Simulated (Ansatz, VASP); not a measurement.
Two plane-wave programs on Si3Ge

```xyz
8
Lattice="-3.9389 0.0006 0.0008 0.0009 -0.0028 -5.4749 0.0010 -7.8668 -0.0049" Properties=species:S:1:pos:R:3 pbc="T T T"
Si    0.0001   -5.8999   -1.4072
Si    0.0007   -1.9664   -1.4046
Si   -1.9676   -7.8682   -4.0769
Si   -1.9670   -3.9350   -4.0749
Si   -1.9695   -5.9018   -2.7399
Si   -1.9689   -1.9687   -2.7379
Ge   -3.9380   -7.8666   -0.0034
Ge   -3.9375   -3.9335   -0.0012
```

Change from the starting cell: cell x2, atoms moved at random (sigma 0.15 Å) and cell strained at random (1.5 %), then relaxed without symmetry.

Alike in both runs: functional PBE; k mesh 4 × 4 × 2; occupations gaussian, width 0.1 eV; no spin polarisation.

Ansatz relaxed the structure, and its values are those at the end. VASP's run is a single point on that final structure, the one shown.

```csv
,VASP,Ansatz
version,VASP 6.6.1,Ansatz 0.2.0
potentials or method,"VASP PAW PBE potentials, release 64 (Si, Ge_d), cutoff 500 eV","scalar-relativistic, plane waves, PAW"
valence electrons in the cell,52,52
```

|  | VASP | Ansatz | Ansatz less VASP |
| --- | --- | --- | --- |
| gap on the k mesh at the Fermi level (eV) | 0.40 | 0.40 | -0.002 |
| least direct gap on the mesh (eV) | 0.58 | 0.58 | -0.002 |
| pressure (GPa) | -0.1 | 0.0 | +0.11 |
| rms of the force components (eV/Å) | 0.006 | 0.006 | -0.0003 |

The functional is the same, so the differences come from potentials, cutoffs and numerics.
